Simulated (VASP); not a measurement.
# Ca (Fm-3m) in VASP: notebook, part 2 of 2

VASP 6.6.1. The steps go on from the part before.

## Step 3: Single point, LDA

INCAR reads:

```
PREC     = Accurate       # precision mode
ENCUT    = 520            # plane-wave cutoff, eV
EDIFF    = 1E-6           # SCF threshold, eV
ISMEAR   = 0              # smearing method
SIGMA    = 0.15           # smearing width, eV
LREAL    = False          # projectors in reciprocal space
LASPH    = True           # aspherical terms in the spheres
NELM     = 60             # most SCF steps
ALGO     = Normal         # electronic algorithm
ISIF     = 2              # what is computed and relaxed
LWAVE    = False          # write WAVECAR
LCHARG   = False          # write CHGCAR
NBANDS   = 11             # bands
```

KPOINTS reads:

```
regular mesh
0
Gamma
  16 16 16
```

POSCAR reads:

```
Ca
1.0
    0.0000000000      2.7942000000      2.7942000000
    2.7942000000      0.0000000000      2.7942000000
    2.7942000000      2.7942000000      0.0000000000
Ca
1
Direct
    0.0000000000      0.0000000000      0.0000000000
```

Potentials or basis: VASP PAW LDA potentials, release 64 (Ca_sv).

The run is started by

```bash
> cat potpaw_LDA.64/Ca_sv/POTCAR > POTCAR
> mpirun -np 1 vasp_std > vasp.out
```

OUTCAR:

```text
PREC = Accurate
   ENCUT = 520
   EDIFF = 1E-6
   ISMEAR = 0
   LREAL = False
   LASPH = True
   NELM = 60
   ISIF = 2

 ion  position               nearest neighbor table
   1  0.000  0.000  0.000-

  LATTYP: Found a face centered cubic cell.
 ALAT       =     5.5884000000

  Lattice vectors:

 A1 = (   0.0000000000,   2.7942000000,   2.7942000000)
 A2 = (   2.7942000000,   0.0000000000,   2.7942000000)
 A3 = (   2.7942000000,   2.7942000000,   0.0000000000)

Analysis of symmetry for initial positions (statically):
=====================================================================
 Subroutine PRICEL returns:
 Original cell was already a primitive cell.

 Routine SETGRP: Setting up the symmetry group for a
 face centered cubic supercell.

 Subroutine GETGRP returns: Found 48 space group operations
 (whereof 48 operations were pure point group operations)
 out of a pool of 48 trial point group operations.

The static configuration has the point symmetry O_h .

Analysis of symmetry for dynamics (positions and initial velocities):
=====================================================================
 Subroutine PRICEL returns:
 Original cell was already a primitive cell.

 Routine SETGRP: Setting up the symmetry group for a
 face centered cubic supercell.

 Subroutine GETGRP returns: Found 48 space group operations
 (whereof 48 operations were pure point group operations)
 out of a pool of 48 trial point group operations.

The dynamic configuration has the point symmetry O_h .

 Subroutine INISYM returns: Found 48 space group operations
 (whereof 48 operations are pure point group operations),
 and found     1 'primitive' translations

----------------------------------------------------------------------------------------

                                     Primitive cell

  volume of cell :      43.6317

  direct lattice vectors                    reciprocal lattice vectors
     0.000000000  2.794200000  2.794200000    -0.178942094  0.178942094  0.178942094
     2.794200000  0.000000000  2.794200000     0.178942094 -0.178942094  0.178942094
     2.794200000  2.794200000  0.000000000     0.178942094  0.178942094 -0.178942094

  length of vectors
     3.951595536  3.951595536  3.951595536     0.309936799  0.309936799  0.309936799

  position of ions in fractional coordinates (direct lattice)
     0.000000000  0.000000000  0.000000000

  ion indices of the primitive-cell ions
   primitive index   ion index
                 1           1

----------------------------------------------------------------------------------------

 KPOINTS: regular mesh

Automatic generation of k-mesh.
 Grid dimensions read from file:
 generate k-points for:   16   16   16

 Generating k-lattice:

  Cartesian coordinates                     Fractional coordinates (reciprocal lattice)
    -0.011183881  0.011183881  0.011183881     0.062500000  0.000000000  0.000000000
     0.011183881 -0.011183881  0.011183881     0.000000000  0.062500000  0.000000000
     0.011183881  0.011183881 -0.011183881     0.000000000  0.000000000  0.062500000

  Length of vectors
     0.019371050  0.019371050  0.019371050

  Shift w.r.t. Gamma in fractional coordinates (k-lattice)
     0.000000000  0.000000000  0.000000000

 Subroutine IBZKPT returns following result:
 ===========================================

 Found    145 irreducible k-points:

 Following reciprocal coordinates:
            Coordinates               Weight
  0.000000  0.000000  0.000000      1.000000
  0.062500  0.000000  0.000000      8.000000
  0.125000  0.000000  0.000000      8.000000
  0.187500  0.000000  0.000000      8.000000
  0.250000  0.000000  0.000000      8.000000
  0.312500  0.000000  0.000000      8.000000
[... 16 lines left out ...]
 -0.125000  0.062500  0.000000     24.000000
 -0.062500  0.062500  0.000000     12.000000
 [... further k-points ...]
   k-points           NKPTS =    145   k-points in BZ     NKDIM =    145   number of bands    NBANDS=     11
   number of dos      NEDOS =    301   number of ions     NIONS =      1
   total plane-waves  NPLWV =  27000
   dimension x,y,z NGX =    30 NGY =   30 NGZ =   30
   dimension x,y,z NGXF=    60 NGYF=   60 NGZF=   60
   ions per type =               1
   NGX,Y,Z   is equivalent  to a cutoff of  12.62, 12.62, 12.62 a.u.
   NGXF,Y,Z  is equivalent  to a cutoff of  25.24, 25.24, 25.24 a.u.
 SYSTEM =  unknown system
   PREC   = accura    normal or accurate (medium, high low for compatibility)
   ISTART =      0    job   : 0-new  1-cont  2-samecut
   ICHARG =      2    charge: 1-file 2-atom 10-const
   ISPIN  =      1    spin polarized calculation?
   LNONCOLLINEAR =      F non collinear calculations
   LSORBIT =      F    spin-orbit coupling
   LASPH  =      T    aspherical Exc in radial PAW
   ENCUT  =  520.0 eV  38.22 Ry    6.18 a.u.   7.35  7.35  7.35*2*pi/ulx,y,z
   NELM   =     60;   NELMIN=  2; NELMDL= -5     # of ELM steps
   EDIFF  = 0.1E-05   stopping-criterion for ELM
   LREAL  =      F    real-space projection
   EDIFFG = 0.1E-04   stopping-criterion for IOM
   NSW    =      0    number of steps for IOM
   IBRION =     -1    ionic relax: 0-MD 1-quasi-New 2-CG
   NFREE  =      0    steps in history (QN), initial steepest desc. (CG)
   ISIF   =      2    stress and relaxation
   ISYM   =      2    0-nonsym 1-usesym 2-fastsym
   POTIM  = 0.5000    time-step for ionic-motion
   TEBEG  =    0.0;   TEEND  =   0.0 temperature during run
   PSTRESS=    0.0 pullay stress
   NELECT =      10.0000    total number of electrons
   NUPDOWN=      -1.0000    fix difference up-down
   EMIN   =  10.00;   EMAX   =-10.00  energy-range for DOS
   EFERMI =   0.00;   METHOD = LEGACY
   ISMEAR =     0;   SIGMA  =   0.15  broadening in eV -4-tet -1-fermi 0-gaus
   EFERMI_NEDOS =   21; number of points for ismear=-14 and -15
   IALGO  =     38    algorithm
   IMIX   =      4    mixing-type and parameters
     AMIX     =   0.40;   BMIX     =  1.00
     AMIX_MAG =   1.60;   BMIX_MAG =  1.00
  volume/ion in A,a.u.               =      43.63       294.44
  Fermi-wavevector in a.u.,A,eV,Ry     =   1.001861  1.893242 13.656506  1.003725
  Thomas-Fermi vector in A             =   2.134310
   LORBIT       =      0    0 simple, 1 ext, 2 COOP (PROOUT), +10 PAW based schemes
   GGA     = CA    functional components
   LHFCALC =     F    Hartree Fock is set to
   AEXX    =    0.0000 exact exchange contribution
   IVDW    =     0    specifies the selected vdW correction
   LEPSILON=     F    determine dielectric tensor
   LRPA    =     F    only Hartree local field effects (RPA)
 non-spin polarized calculation
 Gauss-broadening in eV      SIGMA  =   0.15
  energy-cutoff  :      520.00
  volume of cell :       43.63
 maximum number of plane-waves:      1211
 NGX is ok and might be reduce to    30
   NGX = 15   NGY = 15   NGZ = 15

 number of electron      10.0000000 magnetization

 number of electron       9.9999997 magnetization

 Free energy of the ion-electron system (eV)
  ---------------------------------------------------
  ext. energy  EPLUGINS =         0.00000000
  ---------------------------------------------------
  free energy    TOTEN  =        -2.17303985 eV

  energy without entropy =       -2.15666828  energy(sigma->0) =       -2.16485407

 E-fermi :   1.6580     XC(G=0):  -7.8571

 val. band max:        1.6506434127   @ k =  -0.3750   0.3750   0.0625
 cond. band min:       1.6612813187   @ k =  -0.3125   0.3750   0.1250
 fundamental gap:      0.0106379060
 Fermi energy:         1.6580356906

 k-point     1 :       0.0000    0.0000    0.0000
  band No.  band energies     occupation
      1     -39.9893      2.00000
      2     -21.2022      2.00000
      3     -21.2022      2.00000
      4     -21.2022      2.00000
      5      -2.3060      2.00000
      6       3.8198      0.00000
      7       3.8198      0.00000
      8       3.8198      0.00000
      9       4.8407      0.00000
     10       4.8407      0.00000
     11      10.7215      0.00000
[... 309 lines left out ...]
 k-point    24 :      -0.0625    0.0625    0.0000
  band No.  band energies     occupation
      1     -39.9880      2.00000
      2     -21.2140      2.00000
      3     -21.2058      2.00000
      4     -21.2031      2.00000
      5      -2.1324      2.00000
      6       3.6514      0.00000
      7       3.8752      0.00000
      8       3.8897      0.00000
      9       4.7351      0.00000
     10       4.8420      0.00000
     11      10.8922      0.00000

 [... further k-points ...]

------------------------ aborting loop because EDIFF is reached ----------------------------------------

  FORCE on cell =-STRESS in cart. coord.  units (eV):
  Direction    XX          YY          ZZ          XY          YZ          ZX
  --------------------------------------------------------------------------------------
  -------------------------------------------------------------------------------------
  Total       -0.5836041     -0.5836041     -0.5836041      0.0000000      0.0000000      0.0000000
  in kB      -21.4302128    -21.4302128    -21.4302128      0.0000000      0.0000000      0.0000000
  external PRESSURE =     -21.4302128 kB  Pullay stress =       0.0000000 kB

 VOLUME and BASIS-vectors are now :
 -----------------------------------------------------------------------------
  energy-cutoff  :      520.00
  volume of cell :       43.63
      direct lattice vectors                 reciprocal lattice vectors
     0.000000000  2.794200000  2.794200000    -0.178942094  0.178942094  0.178942094
     2.794200000  0.000000000  2.794200000     0.178942094 -0.178942094  0.178942094
     2.794200000  2.794200000  0.000000000     0.178942094  0.178942094 -0.178942094

 POSITION                                       TOTAL-FORCE (eV/Angst)
 -----------------------------------------------------------------------------------
      0.00000      0.00000      0.00000         0.000000     -0.000000     -0.000000
 -----------------------------------------------------------------------------------
    total drift:                               -0.000000     -0.000000      0.000000

  FREE ENERGIE OF THE ION-ELECTRON SYSTEM (eV)
  ---------------------------------------------------
  free  energy   TOTEN  =        -2.1730398520 eV

  energy  without entropy=       -2.1566682783  energy(sigma->0) =       -2.16485407
```

It took 57 s on 1 thread of Intel Xeon Platinum 8488C (Sapphire Rapids), shared host; peak memory 0.19 GiB.

What came out:

* Free energy: -2.1730 eV
* Pressure: -2.1 GPa
* Band gap on the k mesh: zero (bands 5 and 6 overlap by 0.32 eV)
